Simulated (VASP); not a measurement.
# Pd (Fm-3m) in VASP: notebook

Runs on Pd. Level: PBE. Tasks: single point.

All numbers are computed with VASP 6.6.1; they aren't measurements. Logs are shortened: lines on timing, memory, paths and dates and some standing lists are left out, and cuts for length are marked.

## (1) The cell of the first run

It takes space group Fm-3m (No. 225, cubic). Conventional cell: a = 3.779 Å, b = 3.779 Å, c = 3.779 Å, α = 90.00°, β = 90.00°, γ = 90.00°. Within 3.5 Å of Pd (site symmetry m-3m) lie 12 Pd at 2.67 Å.

## (2) Single point, PBE

Input file INCAR:

```
PREC = Accurate
ENCUT = 520
EDIFF = 1E-6
ISMEAR = -1
SIGMA = 0.05
LREAL = F
LASPH = T
NELM = 100
ALGO = Fast
ISIF = 2
LWAVE = F
LCHARG = F
GGA = PE
NBANDS = 11
```

Input file KPOINTS:

```
regular mesh
0
Gamma
  12 12 12
```

Input file POSCAR:

```
Pd
1.0
    0.0000000000      1.8895854190      1.8895854190
    1.8895854190      0.0000000000      1.8895854190
    1.8895854190      1.8895854190      0.0000000000
Pd
1
Direct
    0.0000000000      0.0000000000      0.0000000000
```

Potentials or basis: VASP PAW PBE potentials, release 64 (Pd).

Run with:

```bash
$ cat potpaw_PBE.64/Pd/POTCAR > POTCAR
$ mpirun -np 1 vasp_std > vasp.out
```

OUTCAR:

```text
PREC = Accurate
   ENCUT = 520
   EDIFF = 1E-6
   ISMEAR = -1
   LREAL = F
   LASPH = T
   NELM = 100
   ISIF = 2
   GGA = PE

 ion  position               nearest neighbor table
   1  0.000  0.000  0.000-

  LATTYP: Found a face centered cubic cell.
 ALAT       =     3.7791708380

  Lattice vectors:

 A1 = (   0.0000000000,   1.8895854190,   1.8895854190)
 A2 = (   1.8895854190,   0.0000000000,   1.8895854190)
 A3 = (   1.8895854190,   1.8895854190,   0.0000000000)

Analysis of symmetry for initial positions (statically):
[... 33 lines left out ...]
                                     Primitive cell

  volume of cell :      13.4937

  direct lattice vectors                    reciprocal lattice vectors
     0.000000000  1.889585419  1.889585419    -0.264608308  0.264608308  0.264608308
     1.889585419  0.000000000  1.889585419     0.264608308 -0.264608308  0.264608308
     1.889585419  1.889585419  0.000000000     0.264608308  0.264608308 -0.264608308

  length of vectors
     2.672277327  2.672277327  2.672277327     0.458315033  0.458315033  0.458315033

  position of ions in fractional coordinates (direct lattice)
     0.000000000  0.000000000  0.000000000

  ion indices of the primitive-cell ions
   primitive index   ion index
                 1           1

----------------------------------------------------------------------------------------

 KPOINTS: regular mesh

Automatic generation of k-mesh.
 Grid dimensions read from file:
 generate k-points for:   12   12   12

 Generating k-lattice:

  Cartesian coordinates                     Fractional coordinates (reciprocal lattice)
    -0.022050692  0.022050692  0.022050692     0.083333333  0.000000000  0.000000000
     0.022050692 -0.022050692  0.022050692     0.000000000  0.083333333  0.000000000
     0.022050692  0.022050692 -0.022050692     0.000000000  0.000000000  0.083333333

  Length of vectors
     0.038192919  0.038192919  0.038192919

  Shift w.r.t. Gamma in fractional coordinates (k-lattice)
     0.000000000  0.000000000  0.000000000

 Subroutine IBZKPT returns following result:
 ===========================================

 Found     72 irreducible k-points:

 Following reciprocal coordinates:
            Coordinates               Weight
  0.000000  0.000000  0.000000      1.000000
  0.083333  0.000000  0.000000      8.000000
  0.166667  0.000000  0.000000      8.000000
  0.250000  0.000000  0.000000      8.000000
  0.333333  0.000000  0.000000      8.000000
  0.416667  0.000000  0.000000      8.000000
[... 16 lines left out ...]
  0.500000  0.166667  0.000000     24.000000
 -0.416667  0.166667  0.000000     24.000000
 [... further k-points ...]
   k-points           NKPTS =     72   k-points in BZ     NKDIM =     72   number of bands    NBANDS=     11
   number of dos      NEDOS =    301   number of ions     NIONS =      1
   total plane-waves  NPLWV =   8000
   dimension x,y,z NGX =    20 NGY =   20 NGZ =   20
   dimension x,y,z NGXF=    40 NGYF=   40 NGZF=   40
   ions per type =               1
   NGX,Y,Z   is equivalent  to a cutoff of  12.44, 12.44, 12.44 a.u.
   NGXF,Y,Z  is equivalent  to a cutoff of  24.88, 24.88, 24.88 a.u.
 SYSTEM =  unknown system
   PREC   = accura    normal or accurate (medium, high low for compatibility)
   ISTART =      0    job   : 0-new  1-cont  2-samecut
   ICHARG =      2    charge: 1-file 2-atom 10-const
   ISPIN  =      1    spin polarized calculation?
   LNONCOLLINEAR =      F non collinear calculations
   LSORBIT =      F    spin-orbit coupling
   LASPH  =      T    aspherical Exc in radial PAW
   ENCUT  =  520.0 eV  38.22 Ry    6.18 a.u.   4.97  4.97  4.97*2*pi/ulx,y,z
   NELM   =    100;   NELMIN=  2; NELMDL= -5     # of ELM steps
   EDIFF  = 0.1E-05   stopping-criterion for ELM
   LREAL  =      F    real-space projection
   EDIFFG = 0.1E-04   stopping-criterion for IOM
   NSW    =      0    number of steps for IOM
   IBRION =     -1    ionic relax: 0-MD 1-quasi-New 2-CG
   NFREE  =      0    steps in history (QN), initial steepest desc. (CG)
   ISIF   =      2    stress and relaxation
   ISYM   =      2    0-nonsym 1-usesym 2-fastsym
   POTIM  = 0.5000    time-step for ionic-motion
   TEBEG  =    0.0;   TEEND  =   0.0 temperature during run
   PSTRESS=    0.0 pullay stress
   NELECT =      10.0000    total number of electrons
   NUPDOWN=      -1.0000    fix difference up-down
   EMIN   =  10.00;   EMAX   =-10.00  energy-range for DOS
   EFERMI =   0.00;   METHOD = LEGACY
   ISMEAR =    -1;   SIGMA  =   0.05  broadening in eV -4-tet -1-fermi 0-gaus
   EFERMI_NEDOS =   21; number of points for ismear=-14 and -15
   IALGO  =     68    algorithm
   IMIX   =      4    mixing-type and parameters
     AMIX     =   0.40;   BMIX     =  1.00
     AMIX_MAG =   1.60;   BMIX_MAG =  1.00
  volume/ion in A,a.u.               =      13.49        91.06
  Fermi-wavevector in a.u.,A,eV,Ry     =   1.481489  2.799607 29.862181  2.194808
  Thomas-Fermi vector in A             =   2.595393
   LORBIT       =      0    0 simple, 1 ext, 2 COOP (PROOUT), +10 PAW based schemes
   GGA     = PE    functional components
   LHFCALC =     F    Hartree Fock is set to
   AEXX    =    0.0000 exact exchange contribution
   IVDW    =     0    specifies the selected vdW correction
   LEPSILON=     F    determine dielectric tensor
   LRPA    =     F    only Hartree local field effects (RPA)
 non-spin polarized calculation
 RMM-DIIS sequential band-by-band and
  energy-cutoff  :      520.00
  volume of cell :       13.49
 maximum number of plane-waves:       380
   NGX =  9   NGY =  9   NGZ =  9

 number of electron      10.0000000 magnetization

 number of electron       9.9999998 magnetization

 Free energy of the ion-electron system (eV)
  ---------------------------------------------------
  ext. energy  EPLUGINS =         0.00000000
  ---------------------------------------------------
  free energy    TOTEN  =        -5.08538490 eV

  energy without entropy =       -5.06806164  energy(sigma->0) =       -5.07672327

 E-fermi :  11.3327     XC(G=0): -13.7523

 val. band max:       11.3320754062   @ k =  -0.4167   0.4167   0.1667
 cond. band min:      11.3335118013   @ k =   0.5000   0.0000   0.0000
 fundamental gap:      0.0014363952
 Fermi energy:        11.3326861445

 k-point     1 :       0.0000    0.0000    0.0000
  band No.  band energies     occupation
      1       3.5139      2.00000
      2       8.0785      2.00000
      3       8.0785      2.00000
      4       8.0785      2.00000
      5       9.9411      2.00000
      6       9.9411      2.00000
      7      28.5582      0.00000
      8      33.8556      0.00000
      9      33.8556      0.00000
     10      33.8556      0.00000
     11      39.3509      0.00000

 k-point     2 :       0.0833    0.0000    0.0000
  band No.  band energies     occupation
      1       3.7846      2.00000
      2       7.9773      2.00000
      3       8.1753      2.00000
      4       8.1753      2.00000
      5       9.8938      2.00000
      6       9.8938      2.00000
      7      28.8839      0.00000
      8      32.3498      0.00000
      9      34.2080      0.00000
     10      34.2080      0.00000
     11      37.3254      0.00000

 k-point     3 :       0.1667    0.0000    0.0000
  band No.  band energies     occupation
      1       4.5085      2.00000
      2       7.8054      2.00000
      3       8.3710      2.00000
      4       8.3710      2.00000
      5       9.8591      2.00000
      6       9.8591      2.00000
      7      29.1944      0.00000
      8      30.0771      0.00000
      9      35.1596      0.00000
     10      35.1596      0.00000
     11      38.9085      0.00000

 k-point     4 :       0.2500    0.0000    0.0000
  band No.  band energies     occupation
      1       5.2734      2.00000
      2       8.0533      2.00000
      3       8.4101      2.00000
      4       8.4101      2.00000
      5      10.1043      2.00000
      6      10.1043      2.00000
      7      26.6377      0.00000
      8      29.8343      0.00000
      9      36.1926      0.00000
     10      36.1926      0.00000
     11      38.1857      0.00000

 k-point     5 :       0.3333    0.0000    0.0000
  band No.  band energies     occupation
      1       5.4814      2.00000
      2       8.2511      2.00000
      3       8.2511      2.00000
      4       9.3281      2.00000
      5      10.6311      2.00000
      6      10.6311      2.00000
      7      23.6005      0.00000
      8      29.0171      0.00000
      9      35.3354      0.00000
     10      35.3354      0.00000
     11      38.8531      0.00000
[... 211 lines left out ...]
 k-point    21 :       0.3333    0.1667    0.0000
  band No.  band energies     occupation
      1       6.0058      2.00000
      2       7.1658      2.00000
      3       8.2802      2.00000
      4       9.0436      2.00000
      5      10.8620      1.99984
      6      10.8783      1.99977
      7      26.1362      0.00000
      8      30.1214      0.00000
      9      31.2896      0.00000
     10      33.4043      0.00000
     11      38.3344      0.00000

 k-point    22 :       0.4167    0.1667    0.0000
  band No.  band energies     occupation
      1       5.9925      2.00000
      2       7.5736      2.00000
      3       8.2888      2.00000
      4       8.8812      2.00000
      5      11.2822      1.46559
      6      12.6161      0.00000
      7      22.9075      0.00000
      8      29.0891      0.00000
      9      30.8973      0.00000
     10      32.7100      0.00000
     11      37.2250      0.00000

 k-point    23 :       0.5000    0.1667    0.0000
  band No.  band energies     occupation
      1       5.9426      2.00000
      2       7.5037      2.00000
      3       8.7113      2.00000
      4       8.8777      2.00000
      5      11.3838      0.52885
      6      14.5976      0.00000
      7      20.1401      0.00000
      8      28.2802      0.00000
      9      31.1417      0.00000
     10      31.5659      0.00000
     11      37.2455      0.00000

 k-point    24 :      -0.4167    0.1667    0.0000
  band No.  band energies     occupation
      1       6.0040      2.00000
      2       7.5129      2.00000
      3       8.6305      2.00000
      4       9.1044      2.00000
      5      11.0662      1.99035
      6      15.1755      0.00000
      7      19.6517      0.00000
      8      27.8054      0.00000
      9      30.8686      0.00000
     10      32.2660      0.00000
     11      37.2261      0.00000

 [... further k-points ...]
[... 5 lines left out ...]
  --------------------------------------------------------------------------------------
  -------------------------------------------------------------------------------------
  Total        2.4800046      2.4800046      2.4800046     -0.0000000      0.0000000     -0.0000000
  in kB      294.4648623    294.4648623    294.4648623     -0.0000000      0.0000000     -0.0000000
  external PRESSURE =     294.4648623 kB  Pullay stress =       0.0000000 kB

 VOLUME and BASIS-vectors are now :
 -----------------------------------------------------------------------------
  energy-cutoff  :      520.00
  volume of cell :       13.49
      direct lattice vectors                 reciprocal lattice vectors
     0.000000000  1.889585419  1.889585419    -0.264608308  0.264608308  0.264608308
     1.889585419  0.000000000  1.889585419     0.264608308 -0.264608308  0.264608308
     1.889585419  1.889585419  0.000000000     0.264608308  0.264608308 -0.264608308

 POSITION                                       TOTAL-FORCE (eV/Angst)
 -----------------------------------------------------------------------------------
      0.00000      0.00000      0.00000         0.000000      0.000000      0.000000
 -----------------------------------------------------------------------------------
    total drift:                                0.000000      0.000000      0.000000

  FREE ENERGIE OF THE ION-ELECTRON SYSTEM (eV)
  ---------------------------------------------------
  free  energy   TOTEN  =        -5.0853849050 eV

  energy  without entropy=       -5.0680616401  energy(sigma->0) =       -5.07672327
```

Wall time 8.3 s (1 thread of Intel Xeon 6975P-C, shared host); peak memory 0.13 GiB.

Results:

```
Free energy            : -5.0854 eV
Pressure               : 29.4 GPa
Band gap on the k mesh : zero (band 5 reaches 11.70 eV, above the bottom of band 6 at 9.86 eV)
```

Levels at points of the mesh, in eV from the Fermi level:
```csv
k point,band 3,band 4,band 5,band 6,band 7,band 8
"(0.00, 0.00, 0.00)",-3.25,-3.25,-1.39,-1.39,17.23,22.52
"(0.50, 0.00, 0.00)",-3.32,0.00,0.00,0.85,8.11,16.61
"(0.50, 0.50, 0.00)",-0.03,0.37,0.37,3.39,11.77,13.73
```

## (3) Single point, PBE

This run uses another cell than the first one, of 14.90 Å³/atom, 1.104 times its volume.

Input file INCAR:

```
SYSTEM = Pd
  PREC = Accurate
  ENCUT = 520
  EDIFF = 1E-6
  ISMEAR = -1
  SIGMA = 0.05
  LREAL = .FALSE.
  LASPH = .TRUE.
  NELM = 100
  ALGO = Fast
  ISIF = 2
  LWAVE = .FALSE.
  LCHARG = .FALSE.
  GGA = PE
  NBANDS = 11
```

Input file KPOINTS:

```
Automatic mesh
0
G
  12 12 12
  0 0 0
```

Input file POSCAR:

```
Pd
1.0
    0.0000000000      1.9529736324      1.9529736324
    1.9529736324      0.0000000000      1.9529736324
    1.9529736324      1.9529736324      0.0000000000
Pd
1
Direct
    0.0000000000      0.0000000000      0.0000000000
```

Potentials or basis: VASP PAW PBE potentials, release 64 (Pd).

Run with:

```bash
$ cat potpaw_PBE.64/Pd/POTCAR > POTCAR
$ mpirun -np 1 vasp_std > vasp.out
```

Wall time 11 s (1 thread of Intel Xeon 6975P-C, shared host); peak memory 0.14 GiB.

Results (log left out):

- Free energy: -5.2248 eV
- Pressure: 4.8 GPa
- Band gap on the k mesh: zero (band 5 reaches 9.89 eV, above the bottom of band 6 at 8.33 eV)

Levels at points of the mesh, in eV from the Fermi level:
| k point | band 3 | band 4 | band 5 | band 6 | band 7 | band 8 |
| --- | --- | --- | --- | --- | --- | --- |
| (0.00, 0.00, 0.00) | -2.77 | -2.77 | -1.19 | -1.19 | 17.22 | 21.94 |
| (0.50, 0.00, 0.00) | -2.82 | -0.01 | -0.01 | 1.07 | 7.27 | 16.58 |
| (0.50, 0.50, 0.00) | -0.03 | 0.30 | 0.30 | 3.38 | 10.70 | 13.19 |

## (4) Single point, PBE

This run uses another cell than the first one, of 14.54 Å³/atom, 1.077 times its volume.

Input file INCAR:

```
ALGO = Normal
EDIFF = 1E-6
ENCUT = 520
GGA = PE
ISIF = 2
ISMEAR = -1
LASPH = True
LCHARG = False
LREAL = False
LWAVE = False
NBANDS = 11
NELM = 80
PREC = Accurate
SIGMA = 0.05
```

Input file KPOINTS:

```
k-points
0
Gamma
  12 12 12
```

Input file POSCAR:

```
Pd
1.0
    0.0000000000      1.9371444159      1.9371444159
    1.9371444159      0.0000000000      1.9371444159
    1.9371444159      1.9371444159      0.0000000000
Pd
1
Direct
    0.0000000000      0.0000000000      0.0000000000
```

Run with:

```bash
$ cat potpaw_PBE.64/Pd/POTCAR > POTCAR
$ mpirun -np 1 vasp_std > vasp.out
```

It took 7.5 s on 1 thread of Intel Xeon 6975P-C, shared host; peak memory 0.13 GiB.

The run converged. Its results:

| Quantity | Value |
| --- | --- |
| Free energy | -5.2087 eV |
| Pressure | 9.7 GPa |
| Band gap on the k mesh | zero (band 5 reaches 10.32 eV, above the bottom of band 6 at 8.69 eV) |

Levels at points of the mesh, in eV from the Fermi level:
```tsv
k point	band 1	band 2	band 3	band 4	band 5	band 6	band 7	band 8	band 9	band 10
(0.00, 0.00, 0.00)	-7.22	-2.88	-2.88	-2.88	-1.24	-1.24	17.23	22.09	22.09	22.09
(0.50, 0.00, 0.00)	-5.38	-2.93	-2.93	0.00	0.00	1.02	7.47	16.60	21.28	21.28
(0.50, 0.50, 0.00)	-5.49	-5.20	-0.03	0.32	0.32	3.38	10.95	13.32	13.32	21.82
```

## (5) Single point, PBE

This run uses another cell than the first one, of 15.32 Å³/atom, 1.135 times its volume.

Input file INCAR:

```
PREC = Accurate
ENCUT = 520
EDIFF = 1E-6
ISMEAR = -1
SIGMA = 0.05
LREAL = False
LASPH = True
NELM = 100
ALGO = Fast
ISIF = 2
LWAVE = False
LCHARG = False
GGA = PE
NBANDS = 11
```

Input file KPOINTS:

```
regular mesh
0
Gamma
  12 12 12
```

Input file POSCAR:

```
Pd
1.0
    0.0000000000      1.9710426545      1.9710426545
    1.9710426545      0.0000000000      1.9710426545
    1.9710426545      1.9710426545      0.0000000000
Pd
1
Direct
    0.0000000000      0.0000000000      0.0000000000
```

Run with:

```bash
$ cat potpaw_PBE.64/Pd/POTCAR > POTCAR
$ mpirun -np 1 vasp_std > vasp.out
```

Run time: 10 s. Hardware: 1 thread of Intel Xeon 6975P-C, shared host; peak memory 0.14 GiB.

Results (log left out):

| Item | Value |
| --- | --- |
| Free energy | -5.2305 eV |
| Pressure | -0.3 GPa |
| Band gap on the k mesh | zero (band 5 reaches 9.42 eV, above the bottom of band 6 at 7.93 eV) |

Levels at points of the mesh, in eV from the Fermi level:
```tsv
k point	band 2	band 3	band 4	band 5	band 6	band 7	band 8	band 9
(0.00, 0.00, 0.00)	-2.65	-2.65	-2.65	-1.14	-1.14	17.20	21.76	21.76
(0.50, 0.00, 0.00)	-2.69	-2.69	-0.01	-0.01	1.13	7.05	16.55	20.77
(0.50, 0.50, 0.00)	-4.79	-0.04	0.29	0.29	3.38	10.41	13.03	13.03
```

## (6) Overview

```csv
cell,gap on the mesh (eV),pressure (GPa)
"a = 2.672 Å, angles 60.0°, 1 atom",none,29.4
"a = 2.762 Å, angles 60.0°, 1 atom",none,4.8
"a = 2.740 Å, angles 60.0°, 1 atom",none,9.7
"a = 2.787 Å, angles 60.0°, 1 atom",none,-0.3
```

Alike in all rows: task single point; level PBE; potentials or basis VASP PAW PBE potentials, release 64 (Pd); no spin polarisation; k mesh 12 × 12 × 12; cutoff (eV) 520; smearing fermi-dirac 0.05 eV.

Total energies depend on the potentials used, so only differences within one code and one set of settings carry meaning.
